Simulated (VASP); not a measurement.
# Ge: single point with PBE+D3(BJ)

Crystal: Ge.

```
Ge
1.0
    -2.49590    2.65086    1.43695
     2.49590   -2.65086    1.43695
     2.49590    2.65086   -1.43695
Ge
2
Cartesian
  2.4959 -1.3254 1.2529
  0.0000 3.9763 0.1841
```

```yaml
Program: VASP 6.6.1
Task: single point
Functional: PBE
Dispersion: D3(BJ)
Potentials_or_basis: VASP PAW PBE potentials, release 64 (Ge_d)
Cutoff: 500 eV
k_mesh: 4 × 4 × 4
Occupations: gaussian, width 0.1 eV
Spin: no spin polarisation
```

- Pressure: -2.6 GPa
- Largest force: 0.234 eV/Å
- Band gap on the k mesh: zero (band 14 reaches 7.19 eV, above the bottom of band 15 at 4.71 eV)
- Dispersion energy per atom: -0.350 eV

Forces in eV/Å, atoms in the order of the input:
```
Ge   0.000  0.000 -0.234
Ge   0.000  0.000  0.234
```

Stress tensor (GPa, compression positive):
```
-0.86  0.00  0.00
 0.00 -6.39  0.00
 0.00  0.00 -0.65
```

Levels at points of the mesh, in eV from the Fermi level:
| k point | band 10 | band 11 | band 12 | band 13 | band 14 | band 15 | band 16 | band 17 | band 18 | band 19 |
| --- | --- | --- | --- | --- | --- | --- | --- | --- | --- | --- |
| (0.00, 0.00, 0.00) | -24.64 | -13.26 | -3.98 | -2.50 | -2.09 | 3.30 | 6.79 | 7.02 | 7.73 | 8.06 |
| (0.50, 0.00, 0.00) | -24.72 | -8.19 | -7.14 | -2.09 | -1.72 | -0.92 | 1.34 | 3.02 | 4.12 | 9.23 |
| (0.00, 0.50, 0.00) | -24.66 | -8.37 | -6.04 | -3.62 | -2.39 | -1.97 | 2.98 | 3.86 | 6.42 | 8.35 |
| (0.50, 0.50, 0.00) | -24.73 | -10.52 | -10.52 | 0.48 | 0.48 | 2.12 | 2.12 | 6.60 | 6.60 | 10.56 |
| (0.50, 0.50, 0.50) | -24.73 | -9.25 | -8.39 | -6.01 | -5.74 | 4.24 | 6.71 | 10.54 | 11.12 | 12.48 |

Wall time 10 s on 1 thread of Intel(R) Xeon(R) Platinum 8488C (Sapphire Rapids), on a shared host, peak memory 0.17 GiB.

Caveat: the k points lie up to 0.63 Å⁻¹ apart; pairwise dispersion overbinds metals, which lowers pressure and volume.
